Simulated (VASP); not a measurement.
# Al2O3 (R-3c) in VASP: notebook

The runs below take Al2O3 through single point, relaxation of cell and atoms, with LDA.

Program: VASP 6.6.1. These are calculated values, not measurements. Logs are shortened: lines on timing, memory, paths and dates and some standing lists are left out, and cuts for length are marked.

## (1) The cell of the first run

Symmetry: R-3c, No. 167, trigonal system. The conventional cell has a = 4.627 Å, b = 4.627 Å, c = 12.582 Å, α = 90.00°, β = 90.00°, γ = 120.00°. Within 2.4 Å of Al (site symmetry 3) lie 6 O at 1.80 to 1.91 Å. Within 2.4 Å of O (site symmetry 2) lie 4 Al at 1.80 to 1.91 Å.

## (2) Single point, LDA

INCAR

```
SYSTEM = Al2O3
PREC = Accurate
ENCUT = 520
EDIFF = 1E-7
ISMEAR = 0
SIGMA = 0.1
LREAL = .False.
LASPH = .True.
NELM = 80
ALGO = Normal
ISIF = 2
LWAVE = .False.
LCHARG = .False.
NBANDS = 35
```

KPOINTS

```
regular mesh
0
Gamma
  6 6 6
  0 0 0
```

POSCAR

```
Al2O3
1.0
    2.3135501640      1.3357288099      4.1939741776
   -2.3135501640      1.3357288099      4.1939741776
    0.0000000000     -2.6714576199      4.1939741776
Al O
4 6
Direct
    0.3518968962      0.3518968962      0.3518968962
    0.1481031038      0.1481031038      0.1481031038
    0.6481031038      0.6481031038      0.6481031038
    0.8518968962      0.8518968962      0.8518968962
    0.5565942087      0.9434057913      0.2500000000
    0.2500000000      0.5565942087      0.9434057913
    0.9434057913      0.2500000000      0.5565942087
    0.4434057913      0.0565942087      0.7500000000
    0.7500000000      0.4434057913      0.0565942087
    0.0565942087      0.7500000000      0.4434057913
```

Potentials or basis: VASP PAW LDA potentials, release 64 (Al, O).

The run is started by

```sh
cat potpaw_LDA.64/Al/POTCAR potpaw_LDA.64/O/POTCAR > POTCAR
mpirun -np 1 vasp_std > vasp.out
```

OUTCAR:

```text
SYSTEM = Al2O3
   PREC = Accurate
   ENCUT = 520
   EDIFF = 1E-7
   ISMEAR = 0
   LREAL = .False.
   LASPH = .True.
   NELM = 80
   ISIF = 2

 ion  position               nearest neighbor table
   1  0.352  0.352  0.352-   9 1.80   8 1.80  10 1.80   7 1.91   6 1.91   5 1.91   2 2.56   3 2.71
                             3 2.71   3 2.71   2 3.13   2 3.13   2 3.13
   2  0.148  0.148  0.148-  10 1.80   8 1.80   9 1.80   6 1.91   7 1.91   5 1.91   1 2.56   4 2.71
                             4 2.71   4 2.71   1 3.13   1 3.13   1 3.13
   3  0.648  0.648  0.648-   6 1.80   5 1.80   7 1.80  10 1.91   9 1.91   8 1.91   4 2.56   1 2.71
                             1 2.71   1 2.71   4 3.13   4 3.13   4 3.13
   4  0.852  0.852  0.852-   7 1.80   5 1.80   6 1.80   9 1.91  10 1.91   8 1.91   3 2.56   2 2.71
                             2 2.71   2 2.71   3 3.13   3 3.13   3 3.13
   5  0.557  0.943  0.250-   3 1.80   4 1.80   1 1.91   2 1.91
   6  0.250  0.557  0.943-   3 1.80   4 1.80   2 1.91   1 1.91
   7  0.943  0.250  0.557-   4 1.80   3 1.80   1 1.91   2 1.91
   8  0.443  0.057  0.750-   1 1.80   2 1.80   3 1.91   4 1.91
   9  0.750  0.443  0.057-   1 1.80   2 1.80   4 1.91   3 1.91
  10  0.057  0.750  0.443-   2 1.80   1 1.80   3 1.91   4 1.91

  LATTYP: Found a trigonal (rhomboedric) cell.
 ALAT       =     4.9725350896
 COS(alpha) =     0.5670556026

  Lattice vectors:

 A1 = (   2.3135501640,   1.3357288099,   4.1939741776)
 A2 = (  -2.3135501640,   1.3357288099,   4.1939741776)
 A3 = (   0.0000000000,  -2.6714576199,   4.1939741776)

Analysis of symmetry for initial positions (statically):
=====================================================================
 Subroutine PRICEL returns:
 Original cell was already a primitive cell.

 Routine SETGRP: Setting up the symmetry group for a
 trigonal (rhombohedral) supercell.

 Subroutine GETGRP returns: Found 12 space group operations
 (whereof  6 operations were pure point group operations)
 out of a pool of 12 trial point group operations.

The static configuration has the point symmetry S_6 .
 The point group associated with its full space group is D_3d.

Analysis of symmetry for dynamics (positions and initial velocities):
=====================================================================
 Subroutine PRICEL returns:
 Original cell was already a primitive cell.

 Routine SETGRP: Setting up the symmetry group for a
 trigonal (rhombohedral) supercell.

 Subroutine GETGRP returns: Found 12 space group operations
 (whereof  6 operations were pure point group operations)
 out of a pool of 12 trial point group operations.

The dynamic configuration has the point symmetry S_6 .
 The point group associated with its full space group is D_3d.

 Subroutine INISYM returns: Found 12 space group operations
 (whereof  6 operations are pure point group operations),
 and found     1 'primitive' translations

----------------------------------------------------------------------------------------

                                     Primitive cell

  volume of cell :      77.7632

  direct lattice vectors                    reciprocal lattice vectors
     2.313550164  1.335728810  4.193974178     0.216118072  0.124775827  0.079479110
    -2.313550164  1.335728810  4.193974178    -0.216118072  0.124775827  0.079479110
     0.000000000 -2.671457620  4.193974178     0.000000000 -0.249551654  0.079479110

  length of vectors
     4.972535090  4.972535090  4.972535090     0.261902571  0.261902571  0.261902571

  position of ions in fractional coordinates (direct lattice)
     0.351896896  0.351896896  0.351896896
     0.148103104  0.148103104  0.148103104
     0.648103104  0.648103104  0.648103104
     0.851896896  0.851896896  0.851896896
     0.556594209  0.943405791  0.250000000
     0.250000000  0.556594209  0.943405791
     0.943405791  0.250000000  0.556594209
     0.443405791  0.056594209  0.750000000
     0.750000000  0.443405791  0.056594209
     0.056594209  0.750000000  0.443405791

  ion indices of the primitive-cell ions
   primitive index   ion index
                 1           1
                 2           2
                 3           3
                 4           4
                 5           5
                 6           6
                 7           7
                 8           8
                 9           9
                10          10

----------------------------------------------------------------------------------------

 KPOINTS: regular mesh

Automatic generation of k-mesh.
 Grid dimensions read from file:
 generate k-points for:    6    6    6

 Generating k-lattice:

  Cartesian coordinates                     Fractional coordinates (reciprocal lattice)
     0.036019679  0.020795971  0.013246518     0.166666667  0.000000000 -0.000000000
    -0.036019679  0.020795971  0.013246518     0.000000000  0.166666667 -0.000000000
     0.000000000 -0.041591942  0.013246518    -0.000000000 -0.000000000  0.166666667

  Length of vectors
     0.043650428  0.043650428  0.043650429

  Shift w.r.t. Gamma in fractional coordinates (k-lattice)
     0.000000000  0.000000000  0.000000000

 Subroutine IBZKPT returns following result:
 ===========================================

 Found     32 irreducible k-points:

 Following reciprocal coordinates:
            Coordinates               Weight
  0.000000  0.000000  0.000000      1.000000
  0.166667  0.000000  0.000000      6.000000
  0.333333  0.000000  0.000000      6.000000
  0.500000  0.000000  0.000000      3.000000
  0.166667  0.166667  0.000000      6.000000
  0.333333  0.166667  0.000000     12.000000
[... 16 lines left out ...]
  0.500000  0.500000  0.166667      6.000000
 -0.333333  0.500000  0.166667     12.000000
 [... further k-points ...]
   k-points           NKPTS =     32   k-points in BZ     NKDIM =     32   number of bands    NBANDS=     35
   number of dos      NEDOS =    301   number of ions     NIONS =     10
   total plane-waves  NPLWV =  64000
   dimension x,y,z NGX =    40 NGY =   40 NGZ =   40
   dimension x,y,z NGXF=    80 NGYF=   80 NGZF=   80
   ions per type =               4   6
   NGX,Y,Z   is equivalent  to a cutoff of  13.37, 13.37, 13.37 a.u.
   NGXF,Y,Z  is equivalent  to a cutoff of  26.75, 26.75, 26.75 a.u.
 SYSTEM =  Al2O3
   PREC   = accura    normal or accurate (medium, high low for compatibility)
   ISTART =      0    job   : 0-new  1-cont  2-samecut
   ICHARG =      2    charge: 1-file 2-atom 10-const
   ISPIN  =      1    spin polarized calculation?
   LNONCOLLINEAR =      F non collinear calculations
   LSORBIT =      F    spin-orbit coupling
   LASPH  =      T    aspherical Exc in radial PAW
   ENCUT  =  520.0 eV  38.22 Ry    6.18 a.u.   9.25  9.25  9.25*2*pi/ulx,y,z
   NELM   =     80;   NELMIN=  2; NELMDL= -5     # of ELM steps
   EDIFF  = 0.1E-06   stopping-criterion for ELM
   LREAL  =      F    real-space projection
   EDIFFG = 0.1E-05   stopping-criterion for IOM
   NSW    =      0    number of steps for IOM
   IBRION =     -1    ionic relax: 0-MD 1-quasi-New 2-CG
   NFREE  =      0    steps in history (QN), initial steepest desc. (CG)
   ISIF   =      2    stress and relaxation
   ISYM   =      2    0-nonsym 1-usesym 2-fastsym
   POTIM  = 0.5000    time-step for ionic-motion
   TEBEG  =    0.0;   TEEND  =   0.0 temperature during run
   PSTRESS=    0.0 pullay stress
   NELECT =      48.0000    total number of electrons
   NUPDOWN=      -1.0000    fix difference up-down
   EMIN   =  10.00;   EMAX   =-10.00  energy-range for DOS
   EFERMI =   0.00;   METHOD = LEGACY
   ISMEAR =     0;   SIGMA  =   0.10  broadening in eV -4-tet -1-fermi 0-gaus
   EFERMI_NEDOS =   21; number of points for ismear=-14 and -15
   IALGO  =     38    algorithm
   IMIX   =      4    mixing-type and parameters
     AMIX     =   0.40;   BMIX     =  1.00
     AMIX_MAG =   1.60;   BMIX_MAG =  1.00
  volume/ion in A,a.u.               =       7.78        52.48
  Fermi-wavevector in a.u.,A,eV,Ry     =   1.393896  2.634082 26.435402  1.942947
  Thomas-Fermi vector in A             =   2.517498
   LORBIT       =      0    0 simple, 1 ext, 2 COOP (PROOUT), +10 PAW based schemes
   GGA     = CA    functional components
   LHFCALC =     F    Hartree Fock is set to
   AEXX    =    0.0000 exact exchange contribution
   IVDW    =     0    specifies the selected vdW correction
   LEPSILON=     F    determine dielectric tensor
   LRPA    =     F    only Hartree local field effects (RPA)
 non-spin polarized calculation
 Gauss-broadening in eV      SIGMA  =   0.10
  energy-cutoff  :      520.00
  volume of cell :       77.76
 maximum number of plane-waves:      2115
 NGX is ok and might be reduce to    40
   NGX = 19   NGY = 19   NGZ = 19

 number of electron      47.9999989 magnetization

 Free energy of the ion-electron system (eV)
  ---------------------------------------------------
  ext. energy  EPLUGINS =         0.00000000
  ---------------------------------------------------
  free energy    TOTEN  =       -82.73441140 eV

  energy without entropy =      -82.73441140  energy(sigma->0) =      -82.73441140

 E-fermi :   7.3387     XC(G=0): -12.6097

 val. band max:        6.9164936074   @ k =   0.0000   0.0000   0.0000
 cond. band min:      14.2105143092   @ k =   0.0000   0.0000   0.0000
 fundamental gap:      7.2940207018
 Fermi energy:         7.3387316670

 k-point     1 :       0.0000    0.0000    0.0000
  band No.  band energies     occupation
      1     -12.8635      2.00000
      2     -10.0474      2.00000
      3      -9.7173      2.00000
      4      -9.7173      2.00000
      5      -9.3509      2.00000
      6      -9.3509      2.00000
[... 27 lines left out ...]
     34      21.6119      0.00000
     35      22.1351      0.00000
[... 843 lines left out ...]
      5      -9.5701      2.00000
      6      -9.3138      2.00000
[... 27 lines left out ...]
     34      20.6580      0.00000
     35      21.1216      0.00000

 [... further k-points ...]

------------------------ aborting loop because EDIFF is reached ----------------------------------------

  FORCE on cell =-STRESS in cart. coord.  units (eV):
  Direction    XX          YY          ZZ          XY          YZ          ZX
  --------------------------------------------------------------------------------------
  -------------------------------------------------------------------------------------
  Total       10.3958134     10.3958134     10.2539489      0.0000000     -0.0000000      0.0000000
  in kB      214.1878550    214.1878550    211.2649810      0.0000000     -0.0000000      0.0000000
  external PRESSURE =     213.2135637 kB  Pullay stress =       0.0000000 kB

 VOLUME and BASIS-vectors are now :
 -----------------------------------------------------------------------------
  energy-cutoff  :      520.00
  volume of cell :       77.76
      direct lattice vectors                 reciprocal lattice vectors
     2.313550164  1.335728810  4.193974178     0.216118072  0.124775827  0.079479110
    -2.313550164  1.335728810  4.193974178    -0.216118072  0.124775827  0.079479110
     0.000000000 -2.671457620  4.193974178     0.000000000 -0.249551654  0.079479110

 POSITION                                       TOTAL-FORCE (eV/Angst)
 -----------------------------------------------------------------------------------
      0.00000     -0.00000      4.42754        -0.000000      0.000000     -0.016519
      0.00000     -0.00000      1.86342        -0.000000     -0.000000      0.016519
      0.00000     -0.00000      8.15438        -0.000000     -0.000000      0.016519
      0.00000     -0.00000     10.71850        -0.000000      0.000000     -0.016519
     -0.89491      1.33573      7.33945        -0.010656     -0.000000      0.000000
     -0.70932     -1.44288      7.33945         0.005328     -0.009228     -0.000000
      1.60423      0.10715      7.33945         0.005328      0.009228     -0.000000
      0.89491     -1.33573      5.24247         0.010656     -0.000000      0.000000
      0.70932      1.44288      5.24247        -0.005328      0.009228     -0.000000
     -1.60423     -0.10715      5.24247        -0.005328     -0.009228     -0.000000
 -----------------------------------------------------------------------------------
    total drift:                               -0.000000     -0.000000      0.000000

  FREE ENERGIE OF THE ION-ELECTRON SYSTEM (eV)
  ---------------------------------------------------
  free  energy   TOTEN  =       -82.7344113952 eV

  energy  without entropy=      -82.7344113952  energy(sigma->0) =      -82.73441140
```

Wall time 1.7 min (1 thread of Intel Xeon 6975P-C, shared host); peak memory 0.22 GiB.

What came out:

* Free energy: -82.7344 eV
* Pressure: 21.3 GPa
* Largest force: 0.017 eV/Å
* Band gap on the k mesh: 7.29 eV, direct

Forces on the atoms (eV/Å):
```
Al   0.000  0.000 -0.017
Al   0.000  0.000  0.017
Al   0.000  0.000  0.017
Al   0.000  0.000 -0.017
O   -0.011  0.000  0.000
O    0.005 -0.009  0.000
O    0.005  0.009  0.000
O    0.011  0.000  0.000
O   -0.005  0.009  0.000
O   -0.005 -0.009  0.000
```

Stress tensor (GPa, compression positive):
```
21.42  0.00  0.00
 0.00 21.42  0.00
 0.00  0.00 21.13
```

A k mesh can miss the band edges. As with any semilocal functional, this LDA gap is likely too small.

## (3) Relaxation of cell and atoms, LDA, target pressure 20 GPa, at which the enthalpy is minimised

This run uses another cell than the first one, of 8.50 Å³/atom, 1.093 times its volume.

INCAR

```
SYSTEM = Al2O3
PREC = Accurate
ENCUT = 600
EDIFF = 1E-7
ISMEAR = 0
SIGMA = 0.1
LREAL = .FALSE.
LASPH = .TRUE.
NELM = 60
ALGO = Normal
ISIF = 3
LWAVE = .FALSE.
LCHARG = .FALSE.
GGA = CA
IBRION = 2
NSW = 80
EDIFFG = -0.003
PSTRESS = 200.0
```

KPOINTS

```
Automatic mesh
0
G
  6 6 6
  0 0 0
```

POSCAR

```
Al2O3
1.0
    2.3802500000      1.3742379782      4.3318666667
   -2.3802500000      1.3742379782      4.3318666667
    0.0000000000     -2.7484759565      4.3318666667
Al O
4 6
Direct
    0.3521600000      0.3521600000      0.3521600000
    0.1478400000      0.1478400000      0.1478400000
    0.6478400000      0.6478400000      0.6478400000
    0.8521600000      0.8521600000      0.8521600000
    0.5566800000      0.9433200000      0.2500000000
    0.2500000000      0.5566800000      0.9433200000
    0.9433200000      0.2500000000      0.5566800000
    0.4433200000      0.0566800000      0.7500000000
    0.7500000000      0.4433200000      0.0566800000
    0.0566800000      0.7500000000      0.4433200000
```

Potentials or basis: VASP PAW LDA potentials, release 64 (Al, O).

The run is started by

```sh
cat potpaw_LDA.64/Al/POTCAR potpaw_LDA.64/O/POTCAR > POTCAR
mpirun -np 1 vasp_std > vasp.out
```

OUTCAR:

```text
SYSTEM = Al2O3
   PREC = Accurate
   ENCUT = 600
   EDIFF = 1E-7
   ISMEAR = 0
   LREAL = .FALSE.
   LASPH = .TRUE.
   NELM = 60
   ISIF = 3
   GGA = CA
   IBRION = 2
   NSW = 80
   EDIFFG = -0.003
   PSTRESS = 200.0

 ion  position               nearest neighbor table
   1  0.352  0.352  0.352-   9 1.85  10 1.85   8 1.85   7 1.97   5 1.97   6 1.97   2 2.66   3 2.79
                             3 2.79   3 2.79   2 3.22   2 3.22   2 3.22
   2  0.148  0.148  0.148-  10 1.85   9 1.85   8 1.85   6 1.97   5 1.97   7 1.97   1 2.66   4 2.79
                             4 2.79   4 2.79   1 3.22   1 3.22   1 3.22
   3  0.648  0.648  0.648-   6 1.85   7 1.85   5 1.85  10 1.97   8 1.97   9 1.97   4 2.66   1 2.79
                             1 2.79   1 2.79   4 3.22   4 3.22   4 3.22
   4  0.852  0.852  0.852-   7 1.85   6 1.85   5 1.85   9 1.97   8 1.97  10 1.97   3 2.66   2 2.79
                             2 2.79   2 2.79   3 3.22   3 3.22   3 3.22
[... 449 lines left out ...]
  free energy    TOTEN  =       -82.81276942 eV

  energy without entropy =      -82.81276942  energy(sigma->0) =      -82.81276942

 E-fermi :   7.3649     XC(G=0): -12.5977

 val. band max:        6.8832696003   @ k =   0.0000   0.0000   0.0000
 cond. band min:      14.1482374771   @ k =   0.0000   0.0000   0.0000
 fundamental gap:      7.2649678767
 Fermi energy:         7.3648935910

 k-point     1 :       0.0000    0.0000    0.0000
  band No.  band energies     occupation
      1     -12.8753      2.00000
      2     -10.0680      2.00000
      3      -9.7412      2.00000
      4      -9.7412      2.00000
      5      -9.3746      2.00000
      6      -9.3746      2.00000
[... 781 lines left out ...]
     29      18.1596      0.00000
     30      18.5363      0.00000

 [... further k-points ...]

------------------------ aborting loop because EDIFF is reached ----------------------------------------

  FORCE on cell =-STRESS in cart. coord.  units (eV):
  Direction    XX          YY          ZZ          XY          YZ          ZX
  --------------------------------------------------------------------------------------
  -------------------------------------------------------------------------------------
  Total        9.7376403      9.7376403      9.7253060      0.0000000     -0.0000000      0.0000000
  in kB      200.1690443    200.1690443    199.9154983      0.0000000     -0.0000000      0.0000000
  external PRESSURE =       0.0845290 kB  Pullay stress =     200.0000000 kB
[... 29 lines left out ...]
  energy  without entropy=      -82.8127694183  energy(sigma->0) =      -82.81276942

  enthalpy is  TOTEN    =       -73.0833526562 eV   P V=        9.7294167621

 reached required accuracy - stopping structural energy minimisation
```

OSZICAR:

```text
N       E                     dE             d eps       ncg     rms          rms(c)
DAV:   1     0.271885281278E+03    0.27189E+03   -0.28061E+04  1920   0.171E+03
DAV:   2    -0.770282443408E+02   -0.34891E+03   -0.33824E+03  2524   0.334E+02
DAV:   3    -0.913525285942E+02   -0.14324E+02   -0.14287E+02  2304   0.741E+01
[... 84 lines left out ...]
  10 F= -.73083350E+02 E0= -.73083350E+02  d E =-.225957E-03
       N       E                     dE             d eps       ncg     rms          rms(c)
DAV:   1    -0.828127695066E+02    0.49465E-03   -0.53012E-04  1974   0.157E-01    0.745E-03
DAV:   2    -0.828127697691E+02   -0.26244E-06   -0.14852E-05  2286   0.249E-02    0.357E-03
DAV:   3    -0.828127694619E+02    0.30719E-06   -0.52109E-07  2274   0.544E-03    0.146E-03
DAV:   4    -0.828127694183E+02    0.43517E-07   -0.16797E-07  1382   0.295E-03
  11 F= -.73083353E+02 E0= -.73083353E+02  d E =-.246088E-05
```

It took 10 min on 1 thread of Intel Xeon 6975P-C, shared host; peak memory 0.25 GiB.

Results:

```yaml
Free_energy: -82.8128 eV
Relaxed_volume: 7.79 Å³/atom
Relaxed_cell: a = 4.976 Å, b = 4.976 Å, c = 4.976 Å, α = 55.47°, β = 55.47°, γ = 55.47°
Space_group_after_relaxing_to_0.05_Å: R-3c (No. 167)
Energy_change_on_relaxing_the_enthalpy_is_what_falls: +29.3 meV/atom
Ionic_steps: 11
Pressure_after_relaxing: 20.0 GPa
Band_gap_on_the_k_mesh: 7.26 eV, direct
```

The path:
| step | energy change (eV) | largest force (eV/Å) | pressure (GPa) | volume (Å³) |
| --- | --- | --- | --- | --- |
| 1 | 0.0000 | 0.1259 | -4.89 | 85.02 |
| 2 | 2.4057 | 0.3452 | 66.67 | 69.78 |
| 3 | 0.2697 | 0.0826 | 19.22 | 78.14 |
| 4 | 0.2892 | 0.0827 | 19.91 | 77.98 |
| 5 | 0.3065 | 0.0829 | 20.51 | 77.85 |
| 6 | 0.3085 | 0.0340 | 20.53 | 77.82 |
| 7 | 0.3077 | 0.0157 | 20.53 | 77.82 |
| 8 | 0.2766 | 0.0100 | 19.43 | 78.07 |
| 9 | 0.2920 | 0.0044 | 19.98 | 77.95 |
| 10 | 0.2923 | 0.0045 | 19.99 | 77.95 |
| 11 | 0.2928 | 0.0012 | 20.01 | 77.94 |

Final structure:
```
CELL_PARAMETERS angstrom
2.31562 1.33692 4.19606
-2.31562 1.33692 4.19606
0.00000 -2.67385 4.19606
ATOMIC_POSITIONS crystal
Al 0.35187 0.35187 0.35187
Al 0.14813 0.14813 0.14813
Al 0.64813 0.64813 0.64813
Al 0.85187 0.85187 0.85187
O 0.55649 0.94351 0.25000
O 0.25000 0.55649 0.94351
O 0.94351 0.25000 0.55649
O 0.44351 0.05649 0.75000
O 0.75000 0.44351 0.05649
O 0.05649 0.75000 0.44351
```

Levels at points of the mesh, in eV from the valence-band top:
```tsv
k point	band 21	band 22	band 23	band 24	band 25	band 26	band 27	band 28
(0.00, 0.00, 0.00)	-0.64	-0.10	-0.10	0.00	7.26	9.56	11.64	12.10
(0.50, 0.00, 0.00)	-1.08	-1.08	-0.36	-0.36	9.98	9.98	10.59	10.59
(0.50, 0.50, 0.00)	-1.21	-1.07	-0.89	-0.33	9.67	10.56	10.59	11.18
(0.50, 0.50, 0.50)	-0.49	-0.49	-0.49	-0.49	9.41	9.41	11.56	11.56
```

Caveat: the cell is relaxed towards a set pressure, so the enthalpy falls and the energy may rise.
